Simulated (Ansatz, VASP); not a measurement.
Two plane-wave programs on BAs

```
B As
1.0
     3.33186    0.00000    0.00000
    -1.66593    2.88547    0.00000
     0.00000    0.00000    8.65625
B As
2 2
Direct
  0.33333 0.66667 0.25000
  0.66667 0.33333 0.75000
  0.66667 0.33333 0.25000
  0.33333 0.66667 0.75000
```

Alike in both runs: task single point; functional r2SCAN; k mesh 9 × 9 × 4; no spin polarisation.

|  | VASP | Ansatz |
| --- | --- | --- |
| version | VASP 6.6.1 | Ansatz 0.2.0 |
| potentials or method | VASP PAW PBE potentials, release 64 (B, As_d) | plane waves, PAW |
| plane-wave cutoff (eV) | 660 | 500 |
| occupations | gaussian, width 0.01 eV | fixed |
| valence electrons in the cell | 36 | 36 |

```csv
,VASP,Ansatz,Ansatz less VASP
gap on the k mesh at the Fermi level (eV),0.95,0.93,-0.019
pressure (GPa),2.9,2.8,-0.12
"traceless stress, the component that is largest in VASP (GPa)",-2.93,-2.77,+0.154
```

VASP's potentials were made for PBE, not for r2SCAN.
